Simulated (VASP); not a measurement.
Ta2SiO3:

```
Ta Si O
1.0
     3.26625    0.00000    0.00000
     0.00000    3.26625    0.00000
     0.00000    0.00000    7.19586
Ta Si O
2 1 3
Direct
  0.00000 0.50000 0.73150
  0.50000 0.00000 0.26850
  0.00000 0.00000 0.00000
  0.00000 0.50000 0.38350
  0.50000 0.00000 0.61650
  0.50000 0.50000 0.00000
```

The cell was generated, and may not be a known phase.

```yaml
Program: VASP 6.6.1
Task: relaxation of cell and atoms
Functional: PBE
Potentials_or_basis: VASP PAW PBE potentials, release 64 (Ta_pv, Si, O)
Cutoff: 600 eV
k_mesh: 4 × 4 × 2
Occupations: gaussian, width 0.15 eV
Spin: no spin polarisation
```

At the start: pressure -14.8 GPa; volume 12.79 Å³/atom.

Where does the relaxation end?

Over 14 steps the energy falls by 260.2 meV/atom and the volume is 11.35 Å³/atom (-11.3 %); space group P-4m2 (No. 115, to 0.1 Å) before and after.

The path:
```
step  energy change (eV)  largest force (eV/Å)  pressure (GPa)  volume (Å³)
   1              0.0000                2.6730          -14.78        76.77
   2             -0.7706                1.8047           16.88        64.38
   3             -0.8420                2.1524            7.79        66.82
   4             -1.2097                0.4645            3.69        67.51
   5             -1.2134                0.4356            3.48        67.62
   6             -1.2593                0.4100           -3.91        70.00
   7             -1.2597                0.4123           -3.31        69.79
   8             -1.3162                0.3630           -3.47        69.78
   9             -1.4952                0.1716           -4.09        69.64
  10             -1.1891                1.8198           -2.96        68.95
  11             -1.5287                0.2394           -4.26        69.55
  12             -1.5377                0.0476            5.08        66.74
  13             -1.5567                0.1149            0.64        67.98
  14             -1.5611                0.0562            0.35        68.13
```

Final structure:
```
CELL_PARAMETERS angstrom
2.94640 0.00000 0.00000
0.00000 2.94640 0.00000
0.00000 0.00000 7.84785
ATOMIC_POSITIONS crystal
Ta 0.00000 0.50000 0.70227
Ta 0.50000 0.00000 0.29773
Si 0.00000 0.00000 0.00000
O 0.00000 0.50000 0.40045
O 0.50000 0.00000 0.59955
O 0.50000 0.50000 0.00000
```

Caveat: the k points lie up to 0.53 Å⁻¹ apart in the final cell, too coarse for converged energies and pressures of a metal; the relaxation stopped at a loose force limit of 0.08 eV/Å, so its end isn't a converged minimum.
